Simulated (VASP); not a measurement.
Rh:

```
Rh
1.0
     0.00000    1.90299    1.90299
     1.90299    0.00000    1.90299
     1.90299    1.90299    0.00000
Rh
1
Direct
  0.00000 0.00000 0.00000
```

- Program: VASP 6.6.1
- Task: relaxation of cell and atoms
- Functional: PBEsol
- Potentials or basis: VASP PAW PBE potentials, release 64 (Rh_pv)
- Cutoff: 600 eV
- k mesh: 8 × 8 × 8
- Occupations: gaussian, width 0.1 eV
- Spin: no spin polarisation

At the start: pressure -5.1 GPa; volume 13.78 Å³/atom.

Q: Where does the relaxation end?

A: Over 3 steps the energy falls by 4.0 meV/atom and the volume is 13.54 Å³/atom (-1.8 %); space group Fm-3m (No. 225, to 0.1 Å) before and after.

Step by step:
```
step  energy change (eV)  largest force (eV/Å)  pressure (GPa)  volume (Å³)
   1              0.0000                0.0000           -5.07        13.78
   2              0.0232                0.0000           15.13        12.93
   3             -0.0040                0.0000           -0.10        13.54
```

Final structure:
```cif
data_structure
_symmetry_space_group_name_H-M 'P 1'
_symmetry_Int_Tables_number 1
_cell_length_a 2.6753
_cell_length_b 2.6753
_cell_length_c 2.6753
_cell_angle_alpha 60.000
_cell_angle_beta 60.000
_cell_angle_gamma 60.000
_cell_volume 13.54
loop_
_atom_site_label
_atom_site_type_symbol
_atom_site_fract_x
_atom_site_fract_y
_atom_site_fract_z
_atom_site_occupancy
Rh1 Rh 0.00000 0.00000 0.00000 1
```

Caveat: the PAW data sets were made with another functional, which shifts forces and pressure a little.
